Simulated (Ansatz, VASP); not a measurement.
Two plane-wave programs on BAs

```xyz
2
Lattice="0.0000 2.3562 2.3562 2.3562 0.0000 2.3562 2.3562 2.3562 0.0000" Properties=species:S:1:pos:R:3 pbc="T T T"
B     0.0000    0.0000    0.0000
As    1.1781    1.1781    1.1781
```

Change from the starting cell: volume scaled by 0.96, ions relaxed.

Alike in both runs: functional PBE; k mesh 16 × 16 × 16; occupations fermi-dirac, width 0.02 eV; no spin polarisation.

Ansatz relaxed the structure, and its values are those at the end. VASP's run is a single point on that final structure, the one shown.

|  | VASP | Ansatz |
| --- | --- | --- |
| version | VASP 6.6.1 | Ansatz 0.2.0 |
| potentials or method | VASP PAW PBE potentials, release 64 (B, As) | plane-wave PAW, scalar-relativistic |
| plane-wave cutoff (eV) | 520 | 420 |
| valence electrons in the cell | 8 | 18 |

|  | VASP | Ansatz | Ansatz less VASP |
| --- | --- | --- | --- |
| gap on the k mesh at the Fermi level (eV) | 1.15 | 1.16 | +0.009 |
| pressure (GPa) | 9.9 | 9.1 | -0.81 |

VASP's potentials hold 8 valence electrons a cell and Ansatz's 18, so a difference there can come from the potentials and not from the codes. Ansatz's warnings: stress scf threshold loose.
